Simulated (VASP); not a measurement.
Slab: PtS2, a slab with vacuum.

```
S Pt
1.0
     3.58327    0.00000    0.00000
    -1.79164    3.10321    0.00000
     0.00000    0.00000   30.82587
S Pt
2 1
Direct
  0.66667 0.33333 0.46086
  0.33333 0.66667 0.53914
  0.00000 0.00000 0.50000
```

Base run:

| Item | Value |
| --- | --- |
| Program | VASP 6.6.1 |
| Functional | PBE |
| Dispersion | D3(BJ) |
| Potentials or basis | VASP PAW PBE potentials, release 64 (S, Pt) |
| Cutoff | 520 eV |
| k mesh | 6 × 6 × 1 |
| Occupations | gaussian, width 0.1 eV |
| Spin | no spin polarisation |

Its results: band gap on the k mesh 2.04 eV, indirect (least direct gap 2.09 eV); largest force 0.105 eV/Å.

Question: The run is repeated on the same cell with these changes: k mesh from 6 × 6 × 1 to 9 × 9 × 1; occupations from gaussian, width 0.1 eV to gaussian, width 0.02 eV. What comes out?

Answer: Band gap on the k mesh 1.82 eV, indirect (least direct gap 1.87 eV); largest force 0.112 eV/Å.

Caveats: spin-orbit coupling is left out, which moves the levels of the heavy elements.

A k mesh can miss the band edges.
